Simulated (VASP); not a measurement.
Wanted: the native input for a VASP 6.6.1 run.

- Task: single point
- Functional: LDA
- Potentials or basis: VASP PAW LDA potentials, release 64 (Ta_pv, N)
- Cutoff: 520 eV
- k mesh: 10 × 10 × 9
- Occupations: fermi-dirac, width 0.05 eV
- Spin: no spin polarisation
- Hubbard terms: Ta d U = 3.0 eV
- Dipole correction: no
- Further INCAR settings: ALGO = Normal; EDIFF = 1e-06; NBANDS = 15

The structure of TaN lies in POSCAR:

```
TaN
1.0
    2.9380000000      0.0000000000      0.0000000000
   -1.4690000000      2.5443826363      0.0000000000
    0.0000000000      0.0000000000      2.8830000000
Ta N
1 1
Direct
    0.0000000000      0.0000000000      0.5000000000
    0.6666666667      0.3333333333      0.0000000000
```

One way to write it, as run:

INCAR

```
SYSTEM = TaN
ALGO = Normal ; EDIFF = 1E-6
ENCUT = 520 ; GGA = CA
ISIF = 2 ; ISMEAR = -1
LASPH = .TRUE. ; LCHARG = .FALSE.
LDAU = .TRUE. ; LDAUJ = 0 0
LDAUL = 2 -1 ; LDAUPRINT = 1
LDAUTYPE = 2 ; LDAUU = 3 0
LMAXMIX = 4 ; LREAL = .FALSE.
LWAVE = .FALSE. ; NBANDS = 15
NELM = 150 ; PREC = Accurate
SIGMA = 0.05
```

KPOINTS

```
k-points
0
G
  10 10 9
  0 0 0
```

Potentials or basis: VASP PAW LDA potentials, release 64 (Ta_pv, N).

Command:

```console
$ cat potpaw_LDA.64/Ta_pv/POTCAR potpaw_LDA.64/N/POTCAR > POTCAR
$ mpirun -np 1 vasp_std > vasp.out
```

Results of the run:

```
Pressure               : -0.4 GPa
Band gap on the k mesh : zero (band 8 reaches 8.79 eV, above the bottom of band 9 at 8.47 eV)
```

Caveat: spin-orbit coupling is left out, which moves the levels of the heavy elements; U without spin polarisation on a metal has little footing.

Run time: 8.3 s on 1 thread of Intel(R) Xeon(R) Platinum 8488C (Sapphire Rapids), on a shared host, peak memory 0.14 GiB.
